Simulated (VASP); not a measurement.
# Cl in VASP: notebook

Cl is run at these levels: PBE; tasks: single point, relaxation of cell and atoms.

All numbers are computed with VASP 6.6.1; they aren't measurements. Logs are shortened: lines on timing, memory, paths and dates and some standing lists are left out, and cuts for length are marked.

## 1. The cell of the first run

It takes space group R-3m (No. 166, trigonal). Conventional cell: a = 4.448 Å, b = 4.448 Å, c = 13.898 Å, α = 90.00°, β = 90.00°, γ = 120.00°. Cl (site symmetry 3m) has 1 Cl at 2.01 Å within 2.7 Å.

## 2. Single point, PBE

INCAR reads:

```
ALGO     = Normal         # electronic algorithm
EDIFF    = 1E-7           # SCF threshold, eV
ENCUT    = 520            # plane-wave cutoff, eV
GGA      = PE             # functional
ISIF     = 2              # what is computed and relaxed
ISMEAR   = 0              # smearing method
LASPH    = True           # aspherical terms in the spheres
LCHARG   = True           # write CHGCAR
LELF     = True           # ELF
LREAL    = False          # projectors in reciprocal space
LVHAR    = True         
LWAVE    = False          # write WAVECAR
NBANDS   = 14             # bands
NELM     = 100            # most SCF steps
PREC     = Accurate       # precision mode
SIGMA    = 0.02           # smearing width, eV
```

KPOINTS reads:

```
k-points
0
Gamma
  9 9 9
```

POSCAR reads:

```
Cl
1.0
    2.2237564906      1.2838864085      4.6327334410
   -2.2237564906      1.2838864085      4.6327334410
    0.0000000000     -2.5677728169      4.6327334410
Cl
2
Direct
    0.0723264564      0.0723264564      0.0723264564
    0.9276735436      0.9276735436      0.9276735436
```

Potentials or basis: VASP PAW PBE potentials, release 64 (Cl).

Run with:

```sh
cat potpaw_PBE.64/Cl/POTCAR > POTCAR
mpirun -np 1 vasp_std > vasp.out
```

OUTCAR:

```text
EDIFF = 1E-7
   ENCUT = 520
   GGA = PE
   ISIF = 2
   ISMEAR = 0
   LASPH = True
   LREAL = False
   NELM = 100
   PREC = Accurate

 ion  position               nearest neighbor table
   1  0.072  0.072  0.072-   2 2.01
   2  0.928  0.928  0.928-   1 2.01

  LATTYP: Found a trigonal (rhomboedric) cell.
 ALAT       =     5.2967609324
 COS(alpha) =     0.6474800419

  Lattice vectors:

 A1 = (   2.2237564906,   1.2838864085,   4.6327334410)
 A2 = (  -2.2237564906,   1.2838864085,   4.6327334410)
 A3 = (   0.0000000000,  -2.5677728169,   4.6327334410)

Analysis of symmetry for initial positions (statically):
=====================================================================
 Subroutine PRICEL returns:
 Original cell was already a primitive cell.

 Routine SETGRP: Setting up the symmetry group for a
 trigonal (rhombohedral) supercell.

 Subroutine GETGRP returns: Found 12 space group operations
 (whereof 12 operations were pure point group operations)
 out of a pool of 12 trial point group operations.

The static configuration has the point symmetry D_3d.

Analysis of symmetry for dynamics (positions and initial velocities):
=====================================================================
 Subroutine PRICEL returns:
 Original cell was already a primitive cell.

 Routine SETGRP: Setting up the symmetry group for a
 trigonal (rhombohedral) supercell.

 Subroutine GETGRP returns: Found 12 space group operations
 (whereof 12 operations were pure point group operations)
 out of a pool of 12 trial point group operations.

The dynamic configuration has the point symmetry D_3d.

 Subroutine INISYM returns: Found 12 space group operations
 (whereof 12 operations are pure point group operations),
 and found     1 'primitive' translations

----------------------------------------------------------------------------------------

                                     Primitive cell

  volume of cell :      79.3601

  direct lattice vectors                    reciprocal lattice vectors
     2.223756491  1.283886408  4.632733441     0.224844763  0.129814184  0.071951762
    -2.223756491  1.283886408  4.632733441    -0.224844763  0.129814184  0.071951762
     0.000000000 -2.567772817  4.632733441     0.000000000 -0.259628368  0.071951762

  length of vectors
     5.296760932  5.296760932  5.296760932     0.269414078  0.269414078  0.269414078

  position of ions in fractional coordinates (direct lattice)
     0.072326456  0.072326456  0.072326456
     0.927673544  0.927673544  0.927673544

  ion indices of the primitive-cell ions
   primitive index   ion index
                 1           1
                 2           2

----------------------------------------------------------------------------------------

 KPOINTS: k-points

Automatic generation of k-mesh.
 Grid dimensions read from file:
 generate k-points for:    9    9    9

 Generating k-lattice:

  Cartesian coordinates                     Fractional coordinates (reciprocal lattice)
     0.024982751  0.014423798  0.007994640     0.111111111  0.000000000  0.000000000
    -0.024982751  0.014423798  0.007994640     0.000000000  0.111111111  0.000000000
     0.000000000 -0.028847596  0.007994640     0.000000000  0.000000000  0.111111111

  Length of vectors
     0.029934898  0.029934898  0.029934898

  Shift w.r.t. Gamma in fractional coordinates (k-lattice)
     0.000000000  0.000000000  0.000000000

 Subroutine IBZKPT returns following result:
 ===========================================

 Found     85 irreducible k-points:

 Following reciprocal coordinates:
            Coordinates               Weight
  0.000000  0.000000  0.000000      1.000000
  0.111111 -0.000000  0.000000      6.000000
  0.222222  0.000000  0.000000      6.000000
  0.333333  0.000000  0.000000      6.000000
  0.444444  0.000000  0.000000      6.000000
  0.111111  0.111111  0.000000      6.000000
[... 16 lines left out ...]
 -0.333333  0.333333  0.000000      6.000000
  0.444444  0.444444  0.000000      6.000000
 [... further k-points ...]
   k-points           NKPTS =     85   k-points in BZ     NKDIM =     85   number of bands    NBANDS=     14
   number of dos      NEDOS =    301   number of ions     NIONS =      2
   total plane-waves  NPLWV =  64000
   dimension x,y,z NGX =    40 NGY =   40 NGZ =   40
   dimension x,y,z NGXF=    80 NGYF=   80 NGZF=   80
   ions per type =               2
   NGX,Y,Z   is equivalent  to a cutoff of  12.55, 12.55, 12.55 a.u.
   NGXF,Y,Z  is equivalent  to a cutoff of  25.11, 25.11, 25.11 a.u.
 SYSTEM =  unknown system
   PREC   = accura    normal or accurate (medium, high low for compatibility)
   ISTART =      0    job   : 0-new  1-cont  2-samecut
   ICHARG =      2    charge: 1-file 2-atom 10-const
   ISPIN  =      1    spin polarized calculation?
   LNONCOLLINEAR =      F non collinear calculations
   LSORBIT =      F    spin-orbit coupling
   LASPH  =      T    aspherical Exc in radial PAW
   ENCUT  =  520.0 eV  38.22 Ry    6.18 a.u.   9.85  9.85  9.85*2*pi/ulx,y,z
   NELM   =    100;   NELMIN=  2; NELMDL= -5     # of ELM steps
   EDIFF  = 0.1E-06   stopping-criterion for ELM
   LREAL  =      F    real-space projection
   EDIFFG = 0.1E-05   stopping-criterion for IOM
   NSW    =      0    number of steps for IOM
   IBRION =     -1    ionic relax: 0-MD 1-quasi-New 2-CG
   NFREE  =      0    steps in history (QN), initial steepest desc. (CG)
   ISIF   =      2    stress and relaxation
   ISYM   =      2    0-nonsym 1-usesym 2-fastsym
   POTIM  = 0.5000    time-step for ionic-motion
   TEBEG  =    0.0;   TEEND  =   0.0 temperature during run
   PSTRESS=    0.0 pullay stress
   NELECT =      14.0000    total number of electrons
   NUPDOWN=      -1.0000    fix difference up-down
   EMIN   =  10.00;   EMAX   =-10.00  energy-range for DOS
   EFERMI =   0.00;   METHOD = LEGACY
   ISMEAR =     0;   SIGMA  =   0.02  broadening in eV -4-tet -1-fermi 0-gaus
   EFERMI_NEDOS =   21; number of points for ismear=-14 and -15
   IALGO  =     38    algorithm
   IMIX   =      4    mixing-type and parameters
     AMIX     =   0.40;   BMIX     =  1.00
     AMIX_MAG =   1.60;   BMIX_MAG =  1.00
  volume/ion in A,a.u.               =      39.68       267.77
  Fermi-wavevector in a.u.,A,eV,Ry     =   0.918156  1.735064 11.469866  0.843011
  Thomas-Fermi vector in A             =   2.043206
   LORBIT       =      0    0 simple, 1 ext, 2 COOP (PROOUT), +10 PAW based schemes
   GGA     = PE    functional components
   LHFCALC =     F    Hartree Fock is set to
   AEXX    =    0.0000 exact exchange contribution
   IVDW    =     0    specifies the selected vdW correction
   LEPSILON=     F    determine dielectric tensor
   LRPA    =     F    only Hartree local field effects (RPA)
 non-spin polarized calculation
 Gauss-broadening in eV      SIGMA  =   0.02
  energy-cutoff  :      520.00
  volume of cell :       79.36
 maximum number of plane-waves:      2152
   NGX = 19   NGY = 19   NGZ = 19

 number of electron      14.0000001 magnetization

 Free energy of the ion-electron system (eV)
  ---------------------------------------------------
  ext. energy  EPLUGINS =         0.00000000
  ---------------------------------------------------
  free energy    TOTEN  =        -3.66469205 eV

  energy without entropy =       -3.66469205  energy(sigma->0) =       -3.66469205

 E-fermi :  -2.2043     XC(G=0):  -6.3942

 val. band max:       -2.3112950524   @ k =   0.4444   0.4444   0.1111
 cond. band min:      -0.1854071080   @ k =   0.4444   0.4444   0.4444
 fundamental gap:      2.1258879444
 Fermi energy:        -2.2043055100

 k-point     1 :       0.0000    0.0000    0.0000
  band No.  band energies     occupation
      1     -18.8313      2.00000
      2     -14.5375      2.00000
      3      -7.6789      2.00000
      4      -4.9474      2.00000
      5      -4.9474      2.00000
      6      -2.6597      2.00000
      7      -2.6597      2.00000
      8       0.8258      0.00000
      9       3.6123      0.00000
     10       8.5683      0.00000
     11       8.5683      0.00000
     12       8.8962      0.00000
     13       8.9788      0.00000
     14       9.4865      0.00000

 k-point     2 :       0.1111   -0.0000    0.0000
  band No.  band energies     occupation
      1     -18.8238      2.00000
      2     -14.5460      2.00000
      3      -7.6487      2.00000
      4      -5.0273      2.00000
      5      -4.9542      2.00000
      6      -2.6828      2.00000
      7      -2.6687      2.00000
      8       0.7991      0.00000
      9       3.8430      0.00000
     10       8.2365      0.00000
     11       8.3619      0.00000
     12       8.7092      0.00000
     13       9.2723      0.00000
     14       9.6582      0.00000

 k-point     3 :       0.2222    0.0000    0.0000
  band No.  band energies     occupation
      1     -18.8048      2.00000
      2     -14.5675      2.00000
      3      -7.5696      2.00000
      4      -5.2255      2.00000
      5      -4.9709      2.00000
      6      -2.7411      2.00000
      7      -2.6830      2.00000
      8       0.7235      0.00000
      9       4.4558      0.00000
     10       7.5603      0.00000
     11       7.8895      0.00000
     12       9.1307      0.00000
     13       9.3387      0.00000
     14       9.8795      0.00000

 k-point     4 :       0.3333    0.0000    0.0000
  band No.  band energies     occupation
      1     -18.7828      2.00000
      2     -14.5920      2.00000
      3      -7.4734      2.00000
      4      -5.4469      2.00000
      5      -4.9894      2.00000
      6      -2.8066      2.00000
      7      -2.6842      2.00000
      8       0.6203      0.00000
      9       5.2300      0.00000
     10       6.9363      0.00000
     11       7.7184      0.00000
     12       9.3312      0.00000
     13       9.7473      0.00000
     14       9.7925      0.00000

 k-point     5 :       0.4444    0.0000    0.0000
  band No.  band energies     occupation
      1     -18.7684      2.00000
      2     -14.6080      2.00000
      3      -7.4057      2.00000
      4      -5.5915      2.00000
      5      -5.0010      2.00000
      6      -2.8489      2.00000
      7      -2.6758      2.00000
      8       0.5412      0.00000
      9       5.8217      0.00000
     10       6.5013      0.00000
     11       7.9213      0.00000
[... 276 lines left out ...]
 k-point    22 :      -0.4444    0.3333   -0.0000
  band No.  band energies     occupation
      1     -18.7424      2.00000
      2     -14.6860      2.00000
      3      -7.2141      2.00000
      4      -5.4216      2.00000
      5      -5.2997      2.00000
      6      -2.9804      2.00000
      7      -2.4816      2.00000
      8       0.3255      0.00000
      9       6.0052      0.00000
     10       7.3571      0.00000
     11       7.6738      0.00000
     12       8.4084      0.00000
     13       8.8809      0.00000
     14       9.9007      0.00000

 k-point    23 :      -0.3333    0.3333    0.0000
  band No.  band energies     occupation
      1     -18.7470      2.00000
      2     -14.6596      2.00000
      3      -7.2738      2.00000
      4      -5.4370      2.00000
      5      -5.2919      2.00000
      6      -2.9261      2.00000
      7      -2.6217      2.00000
      8       0.4233      0.00000
      9       6.3388      0.00000
     10       7.3588      0.00000
     11       7.7450      0.00000
     12       8.4832      0.00000
     13       9.0427      0.00000
     14       9.1281      0.00000

 k-point    24 :       0.4444    0.4444    0.0000
  band No.  band energies     occupation
      1     -18.7391      2.00000
      2     -14.7136      2.00000
      3      -7.1585      2.00000
      4      -5.4172      2.00000
      5      -5.2632      2.00000
      6      -3.0361      2.00000
      7      -2.3180      2.00000
      8       0.2223      0.00000
      9       5.3238      0.00000
     10       7.7680      0.00000
     11       7.9599      0.00000
     12       8.1937      0.00000
     13       8.6093      0.00000
     14      10.8889      0.00000

 [... further k-points ...]

------------------------ aborting loop because EDIFF is reached ----------------------------------------

  FORCE on cell =-STRESS in cart. coord.  units (eV):
  Direction    XX          YY          ZZ          XY          YZ          ZX
  --------------------------------------------------------------------------------------
  -------------------------------------------------------------------------------------
  Total       -0.0173681     -0.0173681     -0.4030708      0.0000000     -0.0000000      0.0000000
  in kB       -0.3506391     -0.3506391     -8.1374714      0.0000000     -0.0000000      0.0000000
  external PRESSURE =      -2.9462499 kB  Pullay stress =       0.0000000 kB

 VOLUME and BASIS-vectors are now :
 -----------------------------------------------------------------------------
  energy-cutoff  :      520.00
  volume of cell :       79.36
      direct lattice vectors                 reciprocal lattice vectors
     2.223756491  1.283886408  4.632733441     0.224844763  0.129814184  0.071951762
    -2.223756491  1.283886408  4.632733441    -0.224844763  0.129814184  0.071951762
     0.000000000 -2.567772817  4.632733441     0.000000000 -0.259628368  0.071951762

 POSITION                                       TOTAL-FORCE (eV/Angst)
 -----------------------------------------------------------------------------------
      0.00000      0.00000      1.00521         0.000000     -0.000000     -0.187526
      0.00000      0.00000     12.89299         0.000000      0.000000      0.187526
 -----------------------------------------------------------------------------------
    total drift:                                0.000000      0.000000     -0.000000

  FREE ENERGIE OF THE ION-ELECTRON SYSTEM (eV)
  ---------------------------------------------------
  free  energy   TOTEN  =        -3.6646920547 eV

  energy  without entropy=       -3.6646920547  energy(sigma->0) =       -3.66469205
```

Wall time 99 s (1 thread of AMD EPYC 7R43 (Zen 3), shared host); peak memory 0.22 GiB.

Results:

| Property | Result |
| --- | --- |
| Free energy | -3.6647 eV |
| Pressure | -0.3 GPa |
| Largest force | 0.188 eV/Å |
| Band gap on the k mesh | 2.13 eV, indirect (least direct gap 2.15 eV) |

Forces in eV/Å, atoms in the order of the input:
```
Cl   0.000  0.000 -0.188
Cl   0.000  0.000  0.188
```

Stress tensor (GPa, compression positive):
```
-0.04  0.00  0.00
 0.00 -0.04  0.00
 0.00  0.00 -0.81
```

Levels at points of the mesh, in eV from the valence-band top:
```tsv
k point	band 3	band 4	band 5	band 6	band 7	band 8	band 9	band 10	band 11	band 12
(0.00, 0.00, 0.00)	-5.37	-2.64	-2.64	-0.35	-0.35	3.14	5.92	10.88	10.88	11.21
```

Caveat: this functional lacks dispersion, which binds the layers, so the pressure and a relaxed spacing across them are unreliable.

## 3. Relaxation of cell and atoms, PBE

This run uses another cell than the first one, of 37.54 Å³/atom, 0.946 times its volume.

INCAR reads:

```
PREC = Accurate
ENCUT = 600
EDIFF = 1E-6
ISMEAR = 0
SIGMA = 0.02
LREAL = F
LASPH = T
NELM = 100
ALGO = Normal
ISIF = 3
LWAVE = F
LCHARG = F
GGA = PE
IBRION = 2
NSW = 100
EDIFFG = -0.01
```

KPOINTS reads:

```
Automatic mesh
0
Gamma
  9 9 9
```

POSCAR reads:

```
Cl
1.0
    2.1609924207      1.2476495558      4.6405758415
   -2.1609924207      1.2476495558      4.6405758415
    0.0000000000     -2.4952991116      4.6405758415
Cl
2
Direct
    0.0721921012      0.0721921012      0.0721921012
    0.9278078988      0.9278078988      0.9278078988
```

Potentials or basis: VASP PAW PBE potentials, release 64 (Cl).

Run with:

```sh
cat potpaw_PBE.64/Cl/POTCAR > POTCAR
mpirun -np 1 vasp_std > vasp.out
```

Wall time 7.8 min (1 thread of AMD EPYC 7R43 (Zen 3), shared host); peak memory 0.26 GiB.

The run converged. Its results:

```yaml
Free_energy: -3.6658 eV
Relaxed_volume: 40.06 Å³/atom
Relaxed_cell: a = 5.318 Å, b = 5.318 Å, c = 5.318 Å, α = 49.58°, β = 49.58°, γ = 49.58°
Space_group_after_relaxing_to_0.05_Å: R-3m (No. 166)
Energy_gained_by_relaxing: 1.0 meV/atom
Ionic_steps: 12
Pressure_after_relaxing: 0.0 GPa
Largest_force_after_relaxing: 0.005 eV/Å
Band_gap_on_the_k_mesh: 2.20 eV, indirect (least direct gap 2.23 eV)
```

Forces on the atoms (eV/Å):
```
Cl   0.000  0.000  0.005
Cl   0.000  0.000 -0.005
```

The path:
| step | energy change (eV) | largest force (eV/Å) | pressure (GPa) | volume (Å³) |
| --- | --- | --- | --- | --- |
| 1 | 0.0000 | 0.1754 | -0.18 | 75.07 |
| 2 | 0.0043 | 0.4432 | 0.74 | 74.61 |
| 3 | -0.0009 | 0.0038 | 0.08 | 74.93 |
| 4 | -0.0009 | 0.0005 | 0.08 | 74.93 |
| 5 | -0.0010 | 0.0004 | 0.08 | 75.10 |
| 6 | -0.0013 | 0.0026 | 0.08 | 75.60 |
| 7 | -0.0017 | 0.0067 | 0.07 | 76.61 |
| 8 | -0.0021 | 0.0167 | 0.03 | 78.66 |
| 9 | -0.0021 | 0.0185 | 0.02 | 79.18 |
| 10 | -0.0020 | 0.0224 | 0.02 | 80.09 |
| 11 | 0.0012 | 0.3204 | -0.47 | 80.90 |
| 12 | -0.0020 | 0.0052 | -0.02 | 80.13 |

Final structure:
```yaml
crystal:
  lattice:
    - [2.22964, 1.28728, 4.65295]
    - [-2.22964, 1.28728, 4.65295]
    - [0.00000, -2.57456, 4.65295]
  atoms:
    - { symbol: Cl, position: [0.07161, 0.07161, 0.07161] }
    - { symbol: Cl, position: [0.92839, 0.92839, 0.92839] }
```

Levels at points of the mesh, in eV from the valence-band top:
| k point | band 4 | band 5 | band 6 | band 7 | band 8 | band 9 | band 10 | band 11 |
| --- | --- | --- | --- | --- | --- | --- | --- | --- |
| (0.00, 0.00, 0.00) | -2.69 | -2.69 | -0.33 | -0.33 | 3.21 | 5.89 | 10.84 | 10.84 |

Caveat: this functional lacks dispersion, which binds the layers, so the pressure and a relaxed spacing across them are unreliable. A k mesh can miss the band edges.

## 4. Single point, PBE

This run uses another cell than the first one, of 33.05 Å³/atom, 0.833 times its volume.

INCAR reads:

```
PREC = Accurate ; ENCUT = 520
EDIFF = 1E-6 ; ISMEAR = 0
SIGMA = 0.1 ; LREAL = False
LASPH = True ; NELM = 100
ALGO = Normal ; ISIF = 2
LWAVE = False ; LCHARG = True
GGA = PE ; LELF = True
LVHAR = True ; NBANDS = 14
```

KPOINTS reads:

```
Automatic mesh
0
Gamma
  6 6 6
```

POSCAR reads:

```
Cl
1.0
    1.9973961537      1.1531972069      4.7828924634
   -1.9973961537      1.1531972069      4.7828924634
    0.0000000000     -2.3063944140      4.7828924634
Cl
2
Direct
    0.0577000000      0.0577000000      0.0577000000
    0.9423000000      0.9423000000      0.9423000000
```

Run with:

```sh
cat potpaw_PBE.64/Cl/POTCAR > POTCAR
mpirun -np 1 vasp_std > vasp.out
```

Run time: 36 s. Hardware: 1 thread of AMD EPYC 7R43 (Zen 3), shared host; peak memory 0.18 GiB.

Results (log left out):

```
Free energy            : -1.7060 eV
Pressure               : 20.4 GPa
Largest force          : 14.938 eV/Å
Band gap on the k mesh : 3.75 eV, direct
```

Forces on the atoms (eV/Å):
```
Cl    0.000   0.000  14.938
Cl    0.000   0.000 -14.938
```

Stress tensor (GPa, compression positive):
```
 0.58  0.00  0.00
 0.00  0.58  0.00
 0.00  0.00 59.91
```

Levels at points of the mesh, in eV from the valence-band top:
| k point | band 4 | band 5 | band 6 | band 7 | band 8 | band 9 | band 10 | band 11 |
| --- | --- | --- | --- | --- | --- | --- | --- | --- |
| (0.00, 0.00, 0.00) | -5.26 | -5.26 | -0.17 | -0.17 | 4.81 | 5.84 | 8.22 | 9.58 |
| (0.50, 0.00, 0.00) | -6.12 | -5.42 | -0.84 | -0.44 | 5.14 | 6.77 | 7.57 | 9.93 |
| (0.50, 0.50, 0.00) | -6.06 | -5.49 | -1.13 | -0.12 | 4.67 | 6.29 | 9.39 | 9.65 |
| (0.50, 0.50, 0.50) | -5.30 | -5.30 | 0.00 | 0.00 | 3.75 | 4.71 | 8.25 | 9.35 |

Caveat: this functional lacks dispersion, which binds the layers, so the pressure and a relaxed spacing across them are unreliable; forces of over 1 eV/Å act on the atoms, so gaps and moduli don't describe the material at rest. A k mesh can miss the band edges.

[end of part 1 of 2]
